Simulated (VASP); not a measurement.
# BeTe (F-43m) in VASP: settings compared

Aim: see how the results for BeTe move with the level of theory and the settings. Levels: PBE, BLYP. Tasks: single point.

Program: VASP 6.6.1. These are calculated values, not measurements. Logs are shortened: lines on timing, memory, paths and dates and some standing lists are left out, and cuts for length are marked.

## Step 1: The cell of the first run

Symmetry: F-43m, No. 216, cubic system. Conventional cell: a = 5.663 Å, b = 5.663 Å, c = 5.663 Å, α = 90.00°, β = 90.00°, γ = 90.00°. Within 3.2 Å of Be (site symmetry -43m) lie 4 Te at 2.45 Å. Within 3.2 Å of Te (site symmetry -43m) lie 4 Be at 2.45 Å.

## Step 2: Single point, PBE, collinear spin, zero start

Contents of INCAR:

```
SYSTEM = BeTe
  PREC = Accurate
  ENCUT = 600
  EDIFF = 1E-6
  ISMEAR = 1
  SIGMA = 0.1
  LREAL = .False.
  LASPH = .True.
  NELM = 200
  ALGO = Normal
  ISIF = 2
  LWAVE = .False.
  LCHARG = .False.
  ISPIN = 2
  MAGMOM = 0 0
  LORBIT = 11
  NUPDOWN = 0.0
  GGA = PE
  NBANDS = 15
  GGA_COMPAT = .False.
```

Contents of KPOINTS:

```
Automatic mesh
0
Gamma
  1 1 1
  0 0 0
```

Contents of POSCAR:

```
BeTe
1.0
    0.0000000000      2.8314587876      2.8314587876
    2.8314587876      0.0000000000      2.8314587876
    2.8314587876      2.8314587876      0.0000000000
Be Te
1 1
Direct
    0.0000000000      0.0000000000      0.0000000000
    0.7500000000      0.7500000000      0.7500000000
```

Potentials or basis: VASP PAW PBE potentials, release 64 (Be, Te).

On the command line:

```
$ cat potpaw_PBE.64/Be/POTCAR potpaw_PBE.64/Te/POTCAR > POTCAR
$ mpirun -np 1 vasp_gam > vasp.out
```

OUTCAR:

```text
SYSTEM = BeTe
   PREC = Accurate
   ENCUT = 600
   EDIFF = 1E-6
   ISMEAR = 1
   LREAL = .False.
   LASPH = .True.
   NELM = 200
   ISIF = 2
   ISPIN = 2
   LORBIT = 11
   NUPDOWN = 0.0
   GGA = PE

 ion  position               nearest neighbor table
   1  0.000  0.000  0.000-   2 2.45   2 2.45   2 2.45   2 2.45
   2  0.750  0.750  0.750-   1 2.45   1 2.45   1 2.45   1 2.45

  LATTYP: Found a face centered cubic cell.
 ALAT       =     5.6629175752

  Lattice vectors:

 A1 = (   0.0000000000,   2.8314587876,   2.8314587876)
 A2 = (   2.8314587876,   0.0000000000,   2.8314587876)
 A3 = (   2.8314587876,   2.8314587876,   0.0000000000)

Analysis of symmetry for initial positions (statically):
=====================================================================
 Subroutine PRICEL returns:
 Original cell was already a primitive cell.

 Routine SETGRP: Setting up the symmetry group for a
 face centered cubic supercell.

 Subroutine GETGRP returns: Found 24 space group operations
 (whereof 24 operations were pure point group operations)
 out of a pool of 48 trial point group operations.

The static configuration has the point symmetry T_d .

Analysis of symmetry for dynamics (positions and initial velocities):
=====================================================================
 Subroutine PRICEL returns:
 Original cell was already a primitive cell.

 Routine SETGRP: Setting up the symmetry group for a
 face centered cubic supercell.

 Subroutine GETGRP returns: Found 24 space group operations
 (whereof 24 operations were pure point group operations)
 out of a pool of 48 trial point group operations.

The dynamic configuration has the point symmetry T_d .

Analysis of structural, dynamic, and magnetic symmetry:
=====================================================================
 Subroutine PRICEL returns:
 Original cell was already a primitive cell.

 Routine SETGRP: Setting up the symmetry group for a
 face centered cubic supercell.

 Subroutine GETGRP returns: Found 24 space group operations
 (whereof 24 operations were pure point group operations)
 out of a pool of 48 trial point group operations.

The overall configuration has the point symmetry T_d .

 Subroutine INISYM returns: Found 24 space group operations
 (whereof 24 operations are pure point group operations),
 and found     1 'primitive' translations

----------------------------------------------------------------------------------------

                                     Primitive cell

  volume of cell :      45.4005

  direct lattice vectors                    reciprocal lattice vectors
[... 99 lines left out ...]
 NGX is ok and might be reduce to    30
   NGX = 15   NGY = 15   NGZ = 15

 number of electron       8.0000000 magnetization      -0.0000000

 number of electron       8.0000000 magnetization       0.0000000

 Free energy of the ion-electron system (eV)
  ---------------------------------------------------
  ext. energy  EPLUGINS =         0.00000000
  ---------------------------------------------------
  free energy    TOTEN  =         7.16971519 eV

  energy without entropy =        7.15232148  energy(sigma->0) =        7.16391729

 E-fermi :   6.0366     XC(G=0):  -8.3600

 val. band max:        5.9524246105   @ k =   0.0000   0.0000   0.0000
 cond. band min:       9.1710175613   @ k =   0.0000   0.0000   0.0000
 fundamental gap:      3.2185929508
 Fermi energy:         6.0366127983

 spin component 1

 k-point     1 :       0.0000    0.0000    0.0000
  band No.  band energies     occupation
      1      -6.0865      1.00000
      2       5.9524      1.00000
      3       5.9524      1.00000
      4       5.9524      1.00000
      5       9.1710      0.00000
      6       9.1710      0.00000
      7       9.1710      0.00000
      8       9.6701      0.00000
      9      13.5769      0.00000
     10      15.8827      0.00000
     11      15.8827      0.00000
     12      16.6662      0.00000
     13      16.6662      0.00000
     14      16.6662      0.00000
     15      20.3032      0.00000
 Fermi energy:         6.0366109605

 spin component 2

 k-point     1 :       0.0000    0.0000    0.0000
  band No.  band energies     occupation
      1      -6.0865      1.00000
      2       5.9524      1.00000
      3       5.9524      1.00000
      4       5.9524      1.00000
      5       9.1710      0.00000
      6       9.1710      0.00000
      7       9.1710      0.00000
      8       9.6701      0.00000
      9      13.5769      0.00000
     10      15.8827      0.00000
     11      15.8827      0.00000
     12      16.6662      0.00000
     13      16.6662      0.00000
     14      16.6662      0.00000
     15      20.3031      0.00000

------------------------ aborting loop because EDIFF is reached ----------------------------------------

  FORCE on cell =-STRESS in cart. coord.  units (eV):
  Direction    XX          YY          ZZ          XY          YZ          ZX
  --------------------------------------------------------------------------------------
  -------------------------------------------------------------------------------------
  Total       15.8523304     15.8523304     15.8523304      0.0000000      0.0000000     -0.0000000
  in kB      559.4264129    559.4264129    559.4264129      0.0000000      0.0000000     -0.0000000
  external PRESSURE =     559.4264129 kB  Pullay stress =       0.0000000 kB

 VOLUME and BASIS-vectors are now :
 -----------------------------------------------------------------------------
  energy-cutoff  :      600.00
  volume of cell :       45.40
      direct lattice vectors                 reciprocal lattice vectors
     0.000000000  2.831458788  2.831458788    -0.176587419  0.176587419  0.176587419
     2.831458788  0.000000000  2.831458788     0.176587419 -0.176587419  0.176587419
     2.831458788  2.831458788  0.000000000     0.176587419  0.176587419 -0.176587419

 POSITION                                       TOTAL-FORCE (eV/Angst)
 -----------------------------------------------------------------------------------
      0.00000      0.00000      0.00000         0.000000      0.000000      0.000000
      4.24719      4.24719      4.24719        -0.000000     -0.000000     -0.000000
 -----------------------------------------------------------------------------------
    total drift:                               -0.000000     -0.000000     -0.000000

  FREE ENERGIE OF THE ION-ELECTRON SYSTEM (eV)
  ---------------------------------------------------
  free  energy   TOTEN  =         7.1697151929 eV

  energy  without entropy=        7.1523214769  energy(sigma->0) =        7.16391729

 total charge

# of ion       s       p       d       tot
------------------------------------------
    1        0.156   0.619   0.000   0.776
    2        1.016   2.927   0.049   3.992
--------------------------------------------------
tot          1.172   3.547   0.049   4.768

 magnetization (x)

# of ion       s       p       d       tot
------------------------------------------
    1        0.000   0.000   0.000   0.000
    2        0.000   0.000  -0.000   0.000
--------------------------------------------------
tot          0.000   0.000  -0.000   0.000
```

OSZICAR:

```text
N       E                     dE             d eps       ncg     rms          rms(c)
DAV:   1     0.429986587305E+02    0.42999E+02   -0.39994E+03    60   0.456E+02
DAV:   2     0.835350585063E+01   -0.34645E+02   -0.32687E+02   104   0.806E+01
DAV:   3     0.659163342416E+01   -0.17619E+01   -0.17449E+01    60   0.191E+01
DAV:   4     0.657740912452E+01   -0.14224E-01   -0.14216E-01    60   0.222E+00
DAV:   5     0.657724564865E+01   -0.16348E-03   -0.16347E-03    60   0.248E-01    0.532E+00
DAV:   6     0.714982562784E+01    0.57258E+00   -0.10516E+00    60   0.275E+00    0.399E+00
DAV:   7     0.722143011407E+01    0.71604E-01   -0.36418E-01    60   0.219E+00    0.312E+00
DAV:   8     0.717773632819E+01   -0.43694E-01   -0.81866E-02    60   0.114E+00    0.170E+00
DAV:   9     0.716997168498E+01   -0.77646E-02   -0.80243E-03    60   0.454E-01    0.132E-01
DAV:  10     0.716977691486E+01   -0.19477E-03   -0.95762E-04    60   0.834E-02    0.128E-01
DAV:  11     0.716971327686E+01   -0.63638E-04   -0.12663E-04    60   0.339E-02    0.619E-02
DAV:  12     0.716970924508E+01   -0.40318E-05   -0.23733E-05    60   0.208E-02    0.256E-02
DAV:  13     0.716971518453E+01    0.59395E-05   -0.52751E-05    60   0.173E-02    0.315E-03
DAV:  14     0.716971519293E+01    0.83975E-08   -0.29907E-07    37   0.278E-03
   1 F= 0.71697152E+01 E0= 0.71639173E+01  d E =0.173937E-01  mag=     0.0000
```

It took 18 s on 1 thread of Intel Xeon 8259CL, shared host; peak memory 0.19 GiB.

Results:

```
Free energy                                           : 7.1697 eV
Pressure                                              : 55.9 GPa
Net moment                                            : 0.00 μB per cell
Valence electrons inside the program's atomic spheres : Be 0.78; Te 3.99
```

Caveat: the k points lie up to 1.92 Å⁻¹ apart; spin-orbit coupling is left out, which moves the levels of the heavy elements; the total moment is fixed, so each spin has its own Fermi level.

## Step 3: Single point, BLYP

This run uses another cell than the first one, of 22.16 Å³/atom, 0.976 times its volume.

Contents of INCAR:

```
PREC = Accurate ; ENCUT = 600
EDIFF = 1E-6 ; ISMEAR = 0
SIGMA = 0.1 ; LREAL = False
LASPH = True ; NELM = 120
ALGO = Normal ; ISIF = 2
LWAVE = False ; LCHARG = True
GGA = B5 ; ALDAX = 1.0
AGGAX = 1.0 ; AGGAC = 1.0
ALDAC = 0.0 ; LELF = True
LVHAR = True ; NBANDS = 11
GGA_COMPAT = False
```

Contents of KPOINTS:

```
Automatic mesh
0
Gamma
  2 2 2
```

Contents of POSCAR:

```
BeTe
1.0
    0.0000000000      2.8086234484      2.8086234484
    2.8086234484      0.0000000000      2.8086234484
    2.8086234484      2.8086234484      0.0000000000
Be Te
1 1
Direct
    0.0000000000      0.0000000000      0.0000000000
    0.7500000000      0.7500000000      0.7500000000
```

Potentials or basis: VASP PAW PBE potentials, release 64 (Be, Te).

On the command line:

```
$ cat potpaw_PBE.64/Be/POTCAR potpaw_PBE.64/Te/POTCAR > POTCAR
$ mpirun -np 1 vasp_std > vasp.out
```

Wall time 32 s (1 thread of Intel Xeon 8259CL, shared host); peak memory 0.17 GiB.

Results (log left out):

```yaml
Free_energy: -4.9350 eV
Pressure: 11.6 GPa
Band_gap_on_the_k_mesh: 2.07 eV, indirect (least direct gap 3.60 eV)
```

Levels at points of the mesh, in eV from the valence-band top:
```tsv
k point	band 2	band 3	band 4	band 5	band 6	band 7
(0.00, 0.00, 0.00)	0.00	0.00	0.00	3.60	3.60	3.60
(0.50, 0.00, 0.00)	-5.56	-1.15	-1.15	3.17	4.61	4.61
(0.50, 0.50, 0.00)	-5.14	-2.67	-2.67	2.07	2.71	9.71
```

Caveat: the k points lie up to 0.97 Å⁻¹ apart; the PAW data sets were made with another functional, which shifts forces and pressure a little; spin-orbit coupling is left out, which moves the levels of the heavy elements. A k mesh can miss the band edges.
